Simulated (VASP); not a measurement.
# Sn (P6_3/mmc) in VASP: further runs

The runs below take Sn through single point, with PBE.

Program: VASP 6.6.1. These are calculated values, not measurements. Logs are shortened: lines on timing, memory, paths and dates and some standing lists are left out, and cuts for length are marked.

## (1) The cell of the first run

The structure is hexagonal, space group P6_3/mmc (No. 194). The conventional cell has a = 2.695 Å, b = 2.695 Å, c = 4.365 Å, α = 90.00°, β = 90.00°, γ = 120.00°. Within 3.5 Å of Sn (site symmetry -6m2) lie 12 Sn at 2.68 to 2.70 Å.

## (2) Single point, PBE

INCAR

```
  PREC = Accurate
  ENCUT = 520
  EDIFF = 1E-6
  ISMEAR = -1
  SIGMA = 0.08
  LREAL = False
  LASPH = True
  NELM = 80
  ALGO = Normal
  ISIF = 2
  LWAVE = False
  LCHARG = True
  GGA = PE
  LELF = True
  LVHAR = True
  NBANDS = 21
```

KPOINTS

```
regular mesh
0
Gamma
  16 16 9
```

POSCAR

```
Sn
1.0
    2.6952710388      0.0000000000      0.0000000000
   -1.3476355194      2.3341731897      0.0000000000
    0.0000000000      0.0000000000      4.3652952647
Sn
2
Direct
    0.3333333333      0.6666666667      0.2500000000
    0.6666666667      0.3333333333      0.7500000000
```

Potentials or basis: VASP PAW PBE potentials, release 64 (Sn_d).

The run is started by

```sh
> cat potpaw_PBE.64/Sn_d/POTCAR > POTCAR
> mpirun -np 1 vasp_std > vasp.out
```

OUTCAR:

```text
PREC = Accurate
   ENCUT = 520
   EDIFF = 1E-6
   ISMEAR = -1
   LREAL = False
   LASPH = True
   NELM = 80
   ISIF = 2
   GGA = PE

 ion  position               nearest neighbor table
   1  0.333  0.667  0.250-   2 2.68   2 2.68   2 2.68   2 2.68   2 2.68   2 2.68
   2  0.667  0.333  0.750-   1 2.68   1 2.68   1 2.68   1 2.68   1 2.68   1 2.68

  LATTYP: Found a hexagonal cell.
 ALAT       =     2.6952710388
 C/A-ratio  =     1.6196127224

  Lattice vectors:

 A1 = (   2.6952710388,   0.0000000000,   0.0000000000)
 A2 = (  -1.3476355194,   2.3341731897,   0.0000000000)
 A3 = (   0.0000000000,   0.0000000000,   4.3652952647)

Analysis of symmetry for initial positions (statically):
=====================================================================
 Subroutine PRICEL returns:
 Original cell was already a primitive cell.

 Routine SETGRP: Setting up the symmetry group for a
 hexagonal supercell.

 Subroutine GETGRP returns: Found 24 space group operations
 (whereof 12 operations were pure point group operations)
 out of a pool of 24 trial point group operations.

The static configuration has the point symmetry D_3d.
 The point group associated with its full space group is D_6h.

Analysis of symmetry for dynamics (positions and initial velocities):
=====================================================================
 Subroutine PRICEL returns:
 Original cell was already a primitive cell.

 Routine SETGRP: Setting up the symmetry group for a
 hexagonal supercell.

 Subroutine GETGRP returns: Found 24 space group operations
 (whereof 12 operations were pure point group operations)
 out of a pool of 24 trial point group operations.

The dynamic configuration has the point symmetry D_3d.
 The point group associated with its full space group is D_6h.

 Subroutine INISYM returns: Found 24 space group operations
 (whereof 12 operations are pure point group operations),
 and found     1 'primitive' translations

----------------------------------------------------------------------------------------

                                     Primitive cell

  volume of cell :      27.4631

  direct lattice vectors                    reciprocal lattice vectors
     2.695271039  0.000000000  0.000000000     0.371020200  0.214208612  0.000000000
    -1.347635519  2.334173190  0.000000000     0.000000000  0.428417225  0.000000000
     0.000000000  0.000000000  4.365295265     0.000000000  0.000000000  0.229079579

  length of vectors
     2.695271039  2.695271039  4.365295265     0.428417225  0.428417225  0.229079579

  position of ions in fractional coordinates (direct lattice)
     0.333333333  0.666666667  0.250000000
     0.666666667  0.333333333  0.750000000

  ion indices of the primitive-cell ions
   primitive index   ion index
                 1           1
                 2           2

----------------------------------------------------------------------------------------

 KPOINTS: regular mesh

Automatic generation of k-mesh.
 Grid dimensions read from file:
 generate k-points for:   16   16    9

 Generating k-lattice:

  Cartesian coordinates                     Fractional coordinates (reciprocal lattice)
     0.023188763  0.013388038  0.000000000     0.062500000  0.000000000  0.000000000
     0.000000000  0.026776077  0.000000000     0.000000000  0.062500000  0.000000000
     0.000000000  0.000000000  0.025453287     0.000000000  0.000000000  0.111111111

  Length of vectors
     0.026776077  0.026776077  0.025453287

  Shift w.r.t. Gamma in fractional coordinates (k-lattice)
     0.000000000  0.000000000  0.000000000

 Subroutine IBZKPT returns following result:
 ===========================================

 Found    150 irreducible k-points:

 Following reciprocal coordinates:
            Coordinates               Weight
  0.000000  0.000000  0.000000      1.000000
  0.062500  0.000000  0.000000      6.000000
  0.125000  0.000000  0.000000      6.000000
  0.187500  0.000000  0.000000      6.000000
  0.250000  0.000000  0.000000      6.000000
  0.312500 -0.000000  0.000000      6.000000
[... 16 lines left out ...]
  0.187500  0.187500  0.000000      6.000000
  0.250000  0.187500  0.000000     12.000000
 [... further k-points ...]
   k-points           NKPTS =    150   k-points in BZ     NKDIM =    150   number of bands    NBANDS=     21
   number of dos      NEDOS =    301   number of ions     NIONS =      2
   total plane-waves  NPLWV =  12800
   dimension x,y,z NGX =    20 NGY =   20 NGZ =   32
   dimension x,y,z NGXF=    40 NGYF=   40 NGZF=   64
   ions per type =               2
   NGX,Y,Z   is equivalent  to a cutoff of  12.34, 12.34, 12.19 a.u.
   NGXF,Y,Z  is equivalent  to a cutoff of  24.67, 24.67, 24.37 a.u.
 SYSTEM =  unknown system
   PREC   = accura    normal or accurate (medium, high low for compatibility)
   ISTART =      0    job   : 0-new  1-cont  2-samecut
   ICHARG =      2    charge: 1-file 2-atom 10-const
   ISPIN  =      1    spin polarized calculation?
   LNONCOLLINEAR =      F non collinear calculations
   LSORBIT =      F    spin-orbit coupling
   LASPH  =      T    aspherical Exc in radial PAW
   ENCUT  =  520.0 eV  38.22 Ry    6.18 a.u.   5.01  5.01  8.12*2*pi/ulx,y,z
   NELM   =     80;   NELMIN=  2; NELMDL= -5     # of ELM steps
   EDIFF  = 0.1E-05   stopping-criterion for ELM
   LREAL  =      F    real-space projection
   EDIFFG = 0.1E-04   stopping-criterion for IOM
   NSW    =      0    number of steps for IOM
   IBRION =     -1    ionic relax: 0-MD 1-quasi-New 2-CG
   NFREE  =      0    steps in history (QN), initial steepest desc. (CG)
   ISIF   =      2    stress and relaxation
   ISYM   =      2    0-nonsym 1-usesym 2-fastsym
   POTIM  = 0.5000    time-step for ionic-motion
   TEBEG  =    0.0;   TEEND  =   0.0 temperature during run
   PSTRESS=    0.0 pullay stress
   NELECT =      28.0000    total number of electrons
   NUPDOWN=      -1.0000    fix difference up-down
   EMIN   =  10.00;   EMAX   =-10.00  energy-range for DOS
   EFERMI =   0.00;   METHOD = LEGACY
   ISMEAR =    -1;   SIGMA  =   0.08  broadening in eV -4-tet -1-fermi 0-gaus
   EFERMI_NEDOS =   21; number of points for ismear=-14 and -15
   IALGO  =     38    algorithm
   IMIX   =      4    mixing-type and parameters
     AMIX     =   0.40;   BMIX     =  1.00
     AMIX_MAG =   1.60;   BMIX_MAG =  1.00
  volume/ion in A,a.u.               =      13.73        92.66
  Fermi-wavevector in a.u.,A,eV,Ry     =   1.647699  3.113699 36.938606  2.714911
  Thomas-Fermi vector in A             =   2.737113
   LORBIT       =      0    0 simple, 1 ext, 2 COOP (PROOUT), +10 PAW based schemes
   GGA     = PE    functional components
[... 5 lines left out ...]
 non-spin polarized calculation
  energy-cutoff  :      520.00
  volume of cell :       27.46
 maximum number of plane-waves:       760
 NGX is ok and might be reduce to    20
   NGX =  9   NGY =  9   NGZ = 17

 number of electron      28.0000008 magnetization

 Free energy of the ion-electron system (eV)
  ---------------------------------------------------
  ext. energy  EPLUGINS =         0.00000000
  ---------------------------------------------------
  free energy    TOTEN  =         0.41599198 eV

  energy without entropy =        0.43152269  energy(sigma->0) =        0.42375733

 E-fermi :  20.1615     XC(G=0): -14.0187

 val. band max:       20.1613095228   @ k =   0.2500   0.2500   0.2222
 cond. band min:      20.1703687583   @ k =   0.3750   0.1250   0.2222
 fundamental gap:      0.0090592354
 Fermi energy:        20.1615047246

 k-point     1 :       0.0000    0.0000    0.0000
  band No.  band energies     occupation
      1      -3.5999      2.00000
      2      -3.2072      2.00000
      3      -3.1398      2.00000
      4      -3.1398      2.00000
      5      -3.0309      2.00000
      6      -3.0309      2.00000
[... 13 lines left out ...]
     20      32.8298      0.00000
     21      36.3319      0.00000

 k-point     2 :       0.0625    0.0000    0.0000
  band No.  band energies     occupation
      1      -3.5775      2.00000
      2      -3.2358      2.00000
      3      -3.1049      2.00000
      4      -3.1043      2.00000
      5      -3.0329      2.00000
      6      -2.9984      2.00000
[... 13 lines left out ...]
     20      34.1477      0.00000
     21      34.8513      0.00000

 k-point     3 :       0.1250    0.0000    0.0000
  band No.  band energies     occupation
      1      -3.5376      2.00000
      2      -3.2716      2.00000
      3      -3.0669      2.00000
      4      -3.0047      2.00000
      5      -2.9992      2.00000
      6      -2.9496      2.00000
[... 13 lines left out ...]
     20      34.2131      0.00000
     21      35.2303      0.00000

 k-point     4 :       0.1875    0.0000    0.0000
  band No.  band energies     occupation
      1      -3.5605      2.00000
      2      -3.2501      2.00000
      3      -3.0803      2.00000
      4      -3.0590      2.00000
      5      -2.9847      2.00000
      6      -2.8786      2.00000
[... 13 lines left out ...]
     20      34.2276      0.00000
     21      34.7269      0.00000

 k-point     5 :       0.2500    0.0000    0.0000
  band No.  band energies     occupation
      1      -3.6495      2.00000
      2      -3.2409      2.00000
      3      -3.2023      2.00000
      4      -3.0526      2.00000
      5      -3.0367      2.00000
      6      -2.7260      2.00000
[... 13 lines left out ...]
     20      33.4315      0.00000
     21      35.1124      0.00000

 k-point     6 :       0.3125   -0.0000    0.0000
  band No.  band energies     occupation
      1      -3.7522      2.00000
      2      -3.3552      2.00000
      3      -3.2911      2.00000
      4      -3.1164      2.00000
      5      -2.9359      2.00000
      6      -2.6963      2.00000
[... 13 lines left out ...]
     20      32.0907      0.00000
     21      35.2977      0.00000

 k-point     7 :       0.3750    0.0000    0.0000
  band No.  band energies     occupation
      1      -3.8408      2.00000
      2      -3.4880      2.00000
      3      -3.3485      2.00000
      4      -3.1679      2.00000
      5      -2.8444      2.00000
      6      -2.7661      2.00000
[... 13 lines left out ...]
     20      31.0894      0.00000
     21      35.1965      0.00000
[... 291 lines left out ...]
      1      -3.6980      2.00000
      2      -3.5160      2.00000
      3      -3.2771      2.00000
      4      -3.1705      2.00000
      5      -2.8643      2.00000
      6      -2.7786      2.00000
[... 13 lines left out ...]
     20      31.7113      0.00000
     21      36.4301      0.00000

 k-point    21 :       0.3750    0.1250    0.0000
  band No.  band energies     occupation
      1      -3.7528      2.00000
      2      -3.5999      2.00000
      3      -3.2839      2.00000
      4      -3.1838      2.00000
      5      -2.8303      2.00000
      6      -2.7938      2.00000
[... 13 lines left out ...]
     20      31.5490      0.00000
     21      36.7630      0.00000

 k-point    22 :       0.4375    0.1250    0.0000
  band No.  band energies     occupation
      1      -3.7719      2.00000
      2      -3.6291      2.00000
      3      -3.2887      2.00000
      4      -3.1874      2.00000
      5      -2.8490      2.00000
      6      -2.7654      2.00000
[... 13 lines left out ...]
     20      31.4940      0.00000
     21      36.8406      0.00000

 k-point    23 :       0.1875    0.1875    0.0000
  band No.  band energies     occupation
      1      -3.4351      2.00000
      2      -3.4259      2.00000
      3      -3.3712      2.00000
      4      -3.1445      2.00000
      5      -2.8929      2.00000
      6      -2.7320      2.00000
[... 13 lines left out ...]
     20      33.9412      0.00000
     21      35.6536      0.00000

 k-point    24 :       0.2500    0.1875    0.0000
  band No.  band energies     occupation
      1      -3.5082      2.00000
      2      -3.4974      2.00000
      3      -3.3268      2.00000
      4      -3.1637      2.00000
      5      -2.8444      2.00000
      6      -2.7648      2.00000
[... 13 lines left out ...]
     20      34.2723      0.00000
     21      36.6900      0.00000

 [... further k-points ...]

------------------------ aborting loop because EDIFF is reached ----------------------------------------

  FORCE on cell =-STRESS in cart. coord.  units (eV):
  Direction    XX          YY          ZZ          XY          YZ          ZX
  --------------------------------------------------------------------------------------
  -------------------------------------------------------------------------------------
  Total       30.8832305     30.8832305     30.8669673     -0.0000000      0.0000000      0.0000000
  in kB     1801.7069730   1801.7069730   1800.7581919     -0.0000000      0.0000000      0.0000000
  external PRESSURE =    1801.3907126 kB  Pullay stress =       0.0000000 kB

 VOLUME and BASIS-vectors are now :
 -----------------------------------------------------------------------------
  energy-cutoff  :      520.00
  volume of cell :       27.46
      direct lattice vectors                 reciprocal lattice vectors
     2.695271039  0.000000000  0.000000000     0.371020200  0.214208612  0.000000000
    -1.347635519  2.334173190  0.000000000     0.000000000  0.428417225  0.000000000
     0.000000000  0.000000000  4.365295265     0.000000000  0.000000000  0.229079579

 POSITION                                       TOTAL-FORCE (eV/Angst)
 -----------------------------------------------------------------------------------
     -0.00000      1.55612      1.09132         0.000000     -0.000000     -0.000000
      1.34764      0.77806      3.27397         0.000000      0.000000      0.000000
 -----------------------------------------------------------------------------------
    total drift:                               -0.000000      0.000000      0.000000

  FREE ENERGIE OF THE ION-ELECTRON SYSTEM (eV)
  ---------------------------------------------------
  free  energy   TOTEN  =         0.4159919796 eV

  energy  without entropy=        0.4315226881  energy(sigma->0) =        0.42375733
```

Run time: 24 s. Hardware: 1 thread of Intel Xeon 6975P-C (Granite Rapids), shared host; peak memory 0.19 GiB.

Results:

| Quantity | Value |
| --- | --- |
| Free energy | 0.4160 eV |
| Pressure | 180.1 GPa |
| Band gap on the k mesh | zero (band 14 reaches 29.57 eV, above the bottom of band 15 at 15.96 eV) |

Levels at points of the mesh, in eV from the Fermi level:
| k point | band 11 | band 12 | band 13 | band 14 | band 15 | band 16 | band 17 | band 18 |
| --- | --- | --- | --- | --- | --- | --- | --- | --- |
| (0.00, 0.00, 0.00) | -18.54 | -9.80 | -8.23 | 9.40 | 9.99 | 9.99 | 11.31 | 11.50 |
| (0.50, 0.00, 0.00) | -10.35 | -10.15 | -2.52 | -2.48 | -0.62 | 0.67 | 2.22 | 8.14 |

Caveat: spin-orbit coupling is left out, which moves the levels of the heavy elements.

## (3) Single point, PBE

INCAR

```
PREC = Accurate
ENCUT = 520
EDIFF = 1E-6
ISMEAR = -1
SIGMA = 0.08
LREAL = False
LASPH = True
NELM = 100
ALGO = Normal
ISIF = 2
LWAVE = False
LCHARG = False
GGA = PE
NBANDS = 21
```

KPOINTS is that of step 2.

POSCAR

```
Sn
1.0
    2.6948768163      0.0000000000      0.0000000000
   -1.3474384081      2.3338317830      0.0000000000
    0.0000000000      0.0000000000      4.3643236027
Sn
2
Direct
    0.3333333333      0.6666666667      0.2500000000
    0.6666666667      0.3333333333      0.7500000000
```

Potentials or basis: VASP PAW PBE potentials, release 64 (Sn_d).

The run is started by

```sh
> cat potpaw_PBE.64/Sn_d/POTCAR > POTCAR
> mpirun -np 1 vasp_std > vasp.out
```

Wall time 24 s (1 thread of Intel Xeon 6975P-C (Granite Rapids), shared host); peak memory 0.19 GiB.

Results (log left out):

| Property | Result |
| --- | --- |
| Free energy | 0.4319 eV |
| Pressure | 180.5 GPa |
| Band gap on the k mesh | zero (band 14 reaches 29.58 eV, above the bottom of band 15 at 15.97 eV) |

Levels at points of the mesh, in eV from the Fermi level:
```
           k point  band 12  band 13  band 14  band 15  band 16  band 17
(0.00, 0.00, 0.00)    -9.80    -8.23     9.40     9.99     9.99    11.30
(0.50, 0.00, 0.00)   -10.15    -2.52    -2.48    -0.62     0.67     2.22
```

Caveat: spin-orbit coupling is left out, which moves the levels of the heavy elements.

[end of part 1 of 2]
